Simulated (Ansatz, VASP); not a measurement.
**One calculation of NbSnTe4, two programs**

```
Nb Sn Te
1.0
     0.00000    4.60807    4.60807
     4.60807    0.00000    4.60807
     4.60807    4.60807    0.00000
Nb Sn Te
1 1 4
Cartesian
  4.6081 4.6081 4.6081
  2.3040 2.3040 2.3040
  5.7625 8.0617 5.7625
  5.7625 5.7625 8.0617
  8.0617 8.0617 8.0617
  8.0617 5.7625 5.7625
```

Change from the starting cell: species swapped into the YScFe4 type (F-43m, No. 216).

Alike in both runs: task relaxation of cell and atoms; functional PBE; k mesh 4 × 4 × 4; occupations gaussian, width 0.1 eV; no spin polarisation.

|  | VASP | Ansatz |
| --- | --- | --- |
| version | VASP 6.6.1 | Ansatz 0.2.0 |
| potentials or method | VASP PAW PBE potentials, release 64 (Nb_sv, Sn_d, Te), cutoff 600 eV | scalar-relativistic, plane waves, PAW |
| valence electrons in the cell | 51 | 91 |

```csv
,VASP,Ansatz,Ansatz less VASP
"gap on the k mesh at the Fermi level, each at its own relaxed structure (eV)",none,none,-
relaxed volume (Å³/atom),28.44,28.42,-0.020
relaxed cell length with the largest relative difference (Å),6.226,6.224,-0.0015
```

A gap of «none» marks a metal or a gap that the smearing closes. VASP's potentials hold 51 valence electrons a cell and Ansatz's 91, so a difference there can come from the potentials and not from the codes.

Spin-orbit coupling is off throughout.
